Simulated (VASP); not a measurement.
# Hf in VASP: relaxation of the atoms with LDA

Aim: the relaxation of the atoms of Hf with LDA.

Everything below comes from runs of VASP 6.6.1. Logs are shortened: lines on timing, memory, paths and dates and some standing lists are left out, and cuts for length are marked.

## Step 1: The cell of the first run

The cell holds a slab with vacuum, 5 atoms: a = 3.118 Å, b = 3.118 Å, c = 25.893 Å, α = 90.00°, β = 90.00°, γ = 120.00°.

## Step 2: Relaxation of the atoms, LDA

File INCAR:

```
ALGO     = Normal         # electronic algorithm
DIPOL    = 0.5 0.5 0.500
EDIFF    = 1E-7           # SCF threshold, eV
EDIFFG   = -0.01          # ionic threshold
ENCUT    = 450            # plane-wave cutoff, eV
GGA      = CA             # functional
GGA_COMPAT= F            
IBRION   = 2              # ionic algorithm
IDIPOL   = 3            
ISIF     = 2              # what is computed and relaxed
ISMEAR   = -1             # smearing method
LASPH    = T              # aspherical terms in the spheres
LCHARG   = F              # write CHGCAR
LDIPOL   = T            
LREAL    = F              # projectors in reciprocal space
LWAVE    = F              # write WAVECAR
NELM     = 120            # most SCF steps
NELMDL   = -8           
NELMIN   = 4            
NSW      = 60             # ionic steps
PREC     = Accurate       # precision mode
SIGMA    = 0.08           # smearing width, eV
```

File KPOINTS:

```
k-points
0
Gamma
  12 12 1
```

File POSCAR:

```
Hf
1.0
    3.1180146446      0.0000000000      0.0000000000
   -1.5590073223      2.7002798916      0.0000000000
    0.0000000000      0.0000000000     25.8932000000
Hf
5
Direct
    0.0000000000      0.0000000000      0.3089611796
    0.3333333340      0.6666666660      0.4044805899
    0.0000000000      0.0000000000      0.4999999997
    0.3333333340      0.6666666660      0.5955194101
    0.0000000000      0.0000000000      0.6910388204
```

Potentials or basis: VASP PAW LDA potentials, release 64 (Hf_pv).

Command:

```console
cat potpaw_LDA.64/Hf_pv/POTCAR > POTCAR
mpirun -np 1 vasp_std > vasp.out
```

OUTCAR:

```text
EDIFF = 1E-7
   EDIFFG = -0.01
   ENCUT = 450
   GGA = CA
   IBRION = 2
   ISIF = 2
   ISMEAR = -1
   LASPH = T
   LREAL = F
   NELM = 120
   NELMDL = -8
   NELMIN = 4
   NSW = 60
   PREC = Accurate

 ion  position               nearest neighbor table
   1  0.000  0.000  0.309-   2 3.06   2 3.06   2 3.06
   2  0.333  0.667  0.404-   3 3.06   3 3.06   3 3.06   1 3.06   1 3.06   1 3.06
   3  0.000  0.000  0.500-   2 3.06   2 3.06   2 3.06   4 3.06   4 3.06   4 3.06
   4  0.333  0.667  0.596-   5 3.06   5 3.06   3 3.06   3 3.06   5 3.06   3 3.06
   5  0.000  0.000  0.691-   4 3.06   4 3.06   4 3.06

  LATTYP: Found a hexagonal cell.
 ALAT       =     3.1180146446
 C/A-ratio  =     8.3043869101

  Lattice vectors:

 A1 = (   3.1180146446,   0.0000000000,   0.0000000000)
 A2 = (  -1.5590073223,   2.7002798916,   0.0000000000)
 A3 = (   0.0000000000,   0.0000000000,  25.8932000000)

Analysis of symmetry for initial positions (statically):
=====================================================================
 Subroutine PRICEL returns:
 Original cell was already a primitive cell.

 Routine SETGRP: Setting up the symmetry group for a
 hexagonal supercell.

 Subroutine GETGRP returns: Found 12 space group operations
 (whereof 12 operations were pure point group operations)
 out of a pool of 24 trial point group operations.

The static configuration has the point symmetry D_3h.

Analysis of symmetry for dynamics (positions and initial velocities):
=====================================================================
 Subroutine PRICEL returns:
 Original cell was already a primitive cell.

 Routine SETGRP: Setting up the symmetry group for a
 hexagonal supercell.

 Subroutine GETGRP returns: Found 12 space group operations
 (whereof 12 operations were pure point group operations)
 out of a pool of 24 trial point group operations.

The dynamic configuration has the point symmetry D_3h.

 Subroutine INISYM returns: Found 12 space group operations
 (whereof 12 operations are pure point group operations),
 and found     1 'primitive' translations

----------------------------------------------------------------------------------------

                                     Primitive cell

  volume of cell :     218.0081

  direct lattice vectors                    reciprocal lattice vectors
     3.118014645  0.000000000  0.000000000     0.320716903  0.185165990  0.000000000
    -1.559007322  2.700279892  0.000000000     0.000000000  0.370331980  0.000000000
     0.000000000  0.000000000 25.893200000     0.000000000  0.000000000  0.038620178

  length of vectors
     3.118014645  3.118014645 25.893200000     0.370331980  0.370331980  0.038620178

  position of ions in fractional coordinates (direct lattice)
     0.000000000  0.000000000  0.308961180
     0.333333334  0.666666666  0.404480590
     0.000000000  0.000000000  0.500000000
     0.333333334  0.666666666  0.595519410
     0.000000000  0.000000000  0.691038820

  ion indices of the primitive-cell ions
   primitive index   ion index
                 1           1
                 2           2
                 3           3
                 4           4
                 5           5

----------------------------------------------------------------------------------------

 KPOINTS: k-points

Automatic generation of k-mesh.
 Grid dimensions read from file:
 generate k-points for:   12   12    1

 Generating k-lattice:

  Cartesian coordinates                     Fractional coordinates (reciprocal lattice)
     0.026726409  0.015430499  0.000000000     0.083333333  0.000000000  0.000000000
     0.000000000  0.030860998  0.000000000     0.000000000  0.083333333  0.000000000
     0.000000000  0.000000000  0.038620178     0.000000000  0.000000000  1.000000000

  Length of vectors
     0.030860998  0.030860998  0.038620178

  Shift w.r.t. Gamma in fractional coordinates (k-lattice)
     0.000000000  0.000000000  0.000000000

 Subroutine IBZKPT returns following result:
 ===========================================

 Found     19 irreducible k-points:

 Following reciprocal coordinates:
            Coordinates               Weight
  0.000000  0.000000  0.000000      1.000000
  0.083333  0.000000  0.000000      6.000000
  0.166667  0.000000  0.000000      6.000000
  0.250000  0.000000  0.000000      6.000000
  0.333333  0.000000  0.000000      6.000000
  0.416667  0.000000  0.000000      6.000000
[... 11 lines left out ...]
  0.333333  0.250000  0.000000     12.000000
  0.333333  0.333333  0.000000      2.000000
   k-points           NKPTS =     19   k-points in BZ     NKDIM =     19   number of bands    NBANDS=     30
   number of dos      NEDOS =    301   number of ions     NIONS =      5
   total plane-waves  NPLWV = 103680
   dimension x,y,z NGX =    24 NGY =   24 NGZ =  180
   dimension x,y,z NGXF=    48 NGYF=   48 NGZF=  360
   ions per type =               5
   NGX,Y,Z   is equivalent  to a cutoff of  12.80, 12.80, 11.56 a.u.
   NGXF,Y,Z  is equivalent  to a cutoff of  25.59, 25.59, 23.11 a.u.
 SYSTEM =  unknown system
   PREC   = accura    normal or accurate (medium, high low for compatibility)
   ISTART =      0    job   : 0-new  1-cont  2-samecut
   ICHARG =      2    charge: 1-file 2-atom 10-const
   ISPIN  =      1    spin polarized calculation?
   LNONCOLLINEAR =      F non collinear calculations
   LSORBIT =      F    spin-orbit coupling
   LASPH  =      T    aspherical Exc in radial PAW
   ENCUT  =  450.0 eV  33.07 Ry    5.75 a.u.   5.39  5.39 44.79*2*pi/ulx,y,z
   NELM   =    120;   NELMIN=  4; NELMDL= -8     # of ELM steps
   EDIFF  = 0.1E-06   stopping-criterion for ELM
   LREAL  =      F    real-space projection
   EDIFFG = -.1E-01   stopping-criterion for IOM
   NSW    =     60    number of steps for IOM
   IBRION =      2    ionic relax: 0-MD 1-quasi-New 2-CG
   NFREE  =      1    steps in history (QN), initial steepest desc. (CG)
   ISIF   =      2    stress and relaxation
   ISYM   =      2    0-nonsym 1-usesym 2-fastsym
   POTIM  = 0.5000    time-step for ionic-motion
   TEBEG  =    0.0;   TEEND  =   0.0 temperature during run
   PSTRESS=    0.0 pullay stress
   NELECT =      50.0000    total number of electrons
   NUPDOWN=      -1.0000    fix difference up-down
   EMIN   =  10.00;   EMAX   =-10.00  energy-range for DOS
   EFERMI =   0.00;   METHOD = LEGACY
   ISMEAR =    -1;   SIGMA  =   0.08  broadening in eV -4-tet -1-fermi 0-gaus
   EFERMI_NEDOS =   21; number of points for ismear=-14 and -15
   IALGO  =     38    algorithm
   IMIX   =      4    mixing-type and parameters
     AMIX     =   0.40;   BMIX     =  1.00
     AMIX_MAG =   1.60;   BMIX_MAG =  1.00
  volume/ion in A,a.u.               =      43.60       294.24
  Fermi-wavevector in a.u.,A,eV,Ry     =   1.002091  1.893678 13.662792  1.004187
  Thomas-Fermi vector in A             =   2.134556
   LORBIT       =      0    0 simple, 1 ext, 2 COOP (PROOUT), +10 PAW based schemes
   GGA     = CA    functional components
   LHFCALC =     F    Hartree Fock is set to
   AEXX    =    0.0000 exact exchange contribution
   IVDW    =     0    specifies the selected vdW correction
   LEPSILON=     F    determine dielectric tensor
   LRPA    =     F    only Hartree local field effects (RPA)
 conjugate gradient relaxation of ions
 non-spin polarized calculation
  energy-cutoff  :      450.00
  volume of cell :      218.01
 maximum number of plane-waves:      4817
 NGX is ok and might be reduce to    24
   NGX = 11   NGY = 11   NGZ = 89

--------------------------------------- Ionic step        1  -------------------------------------------

 number of electron      49.9999993 magnetization

 Free energy of the ion-electron system (eV)
  ---------------------------------------------------
  ext. energy  EPLUGINS =         0.00000000
  ---------------------------------------------------
  free energy    TOTEN  =       -51.37730996 eV

  energy without entropy =      -51.23559841  energy(sigma->0) =      -51.30645419

------------------------ aborting loop because EDIFF is reached ----------------------------------------

  FORCE on cell =-STRESS in cart. coord.  units (eV):
  Direction    XX          YY          ZZ          XY          YZ          ZX
  --------------------------------------------------------------------------------------
  -------------------------------------------------------------------------------------
  Total       -2.5697814     -2.5697814     -2.7413171     -0.0000000      0.0000000      0.0000000
  in kB      -18.8857442    -18.8857442    -20.1463883     -0.0000000      0.0000000      0.0000000
  external PRESSURE =     -19.3059589 kB  Pullay stress =       0.0000000 kB
[... 258 lines left out ...]
  energy  without entropy=      -51.3907255926  energy(sigma->0) =      -51.44700742

--------------------------------------- Ionic step        8  -------------------------------------------

 number of electron      49.9999994 magnetization

 dipolmoment           0.000000      0.000000      0.000000 electrons x Angstroem

 Free energy of the ion-electron system (eV)
  ---------------------------------------------------
  ext. energy  EPLUGINS =         0.00000000
  ---------------------------------------------------
  free energy    TOTEN  =       -51.50329286 eV

  energy without entropy =      -51.39077190  energy(sigma->0) =      -51.44703238

 E-fermi :   0.2292     XC(G=0):  -6.4269

 val. band max:        0.2206073057   @ k =   0.0833   0.0833   0.0000
 cond. band min:       0.2358127207   @ k =   0.3333   0.1667   0.0000
 fundamental gap:      0.0152054150
 Fermi energy:         0.2292099817

 k-point     1 :       0.0000    0.0000    0.0000
  band No.  band energies     occupation
      1     -30.6526      2.00000
      2     -30.5903      2.00000
      3     -30.2042      2.00000
      4     -29.8660      2.00000
      5     -29.8660      2.00000
      6     -29.8657      2.00000
[... 616 lines left out ...]
     29       0.4329      0.14529
     30       0.6110      0.01677

------------------------ aborting loop because EDIFF is reached ----------------------------------------

 vacuum level on the upper side and lower side of the slab       (xc-potential included)        -0.008        -0.008

  FORCE on cell =-STRESS in cart. coord.  units (eV):
  Direction    XX          YY          ZZ          XY          YZ          ZX
  --------------------------------------------------------------------------------------
  -------------------------------------------------------------------------------------
  Total       -1.5073598     -1.5073598     -0.0194717     -0.0000000      0.0000000      0.0000000
  in kB      -11.0778337    -11.0778337     -0.1431004     -0.0000000      0.0000000      0.0000000
  external PRESSURE =      -7.4329226 kB  Pullay stress =       0.0000000 kB

 VOLUME and BASIS-vectors are now :
 -----------------------------------------------------------------------------
  energy-cutoff  :      450.00
  volume of cell :      218.01
      direct lattice vectors                 reciprocal lattice vectors
     3.118014645  0.000000000  0.000000000     0.320716903  0.185165990  0.000000000
    -1.559007322  2.700279892  0.000000000     0.000000000  0.370331980  0.000000000
     0.000000000  0.000000000 25.893200000     0.000000000  0.000000000  0.038620178
[... 11 lines left out ...]
  FREE ENERGIE OF THE ION-ELECTRON SYSTEM (eV)
  ---------------------------------------------------
  free  energy   TOTEN  =       -51.5032928588 eV

  energy  without entropy=      -51.3907718965  energy(sigma->0) =      -51.44703238

 reached required accuracy - stopping structural energy minimisation

 vacuum level on the upper side and lower side of the slab         4.819         4.819
```

It took 28 min on 1 thread of Intel Xeon 8259CL, shared host; peak memory 0.29 GiB.

What came out:

```
Free energy                  : -51.5033 eV
Energy gained by relaxing    : 25.2 meV/atom
Ionic steps                  : 8
Largest force after relaxing : 0.009 eV/Å
Band gap on the k mesh       : zero (bands 25 and 26 overlap by 1.49 eV)
```

Forces on the atoms (eV/Å):
```
Hf   0.000  0.000 -0.007
Hf   0.000  0.000  0.009
Hf   0.000  0.000  0.000
Hf   0.000  0.000 -0.009
Hf   0.000  0.000  0.007
```

Step by step:
| step | energy change (eV) | largest force (eV/Å) | pressure (GPa) |
| --- | --- | --- | --- |
| 1 | 0.0000 | 0.8143 | -1.93 |
| 2 | -0.0872 | 0.4505 | -1.58 |
| 3 | -0.1230 | 0.0584 | -1.05 |
| 4 | -0.1231 | 0.0594 | -1.08 |
| 5 | -0.1236 | 0.0529 | -1.05 |
| 6 | -0.1249 | 0.0337 | -0.95 |
| 7 | -0.1260 | 0.0101 | -0.75 |
| 8 | -0.1260 | 0.0090 | -0.74 |

Final structure:
```yaml
crystal:
  lattice:
    - [3.11801, 0.00000, 0.00000]
    - [-1.55901, 2.70028, 0.00000]
    - [0.00000, 0.00000, 25.89320]
  atoms:
    - { symbol: Hf, position: [0.00000, 0.00000, 0.31287] }
    - { symbol: Hf, position: [0.33333, 0.66667, 0.40231] }
    - { symbol: Hf, position: [0.00000, 0.00000, 0.50000] }
    - { symbol: Hf, position: [0.33333, 0.66667, 0.59769] }
    - { symbol: Hf, position: [0.00000, 0.00000, 0.68713] }
```

Levels at points of the mesh, in eV from the Fermi level:
| k point | band 23 | band 24 | band 25 | band 26 | band 27 | band 28 |
| --- | --- | --- | --- | --- | --- | --- |
| (0.00, 0.00, 0.00) | 0.58 | 0.59 | 0.94 | 0.94 | 1.06 | 1.06 |
| (0.50, 0.00, 0.00) | -1.25 | -0.94 | 0.32 | 0.60 | 0.98 | 1.47 |

Caveat: spin-orbit coupling is left out, which moves the levels of the heavy elements.
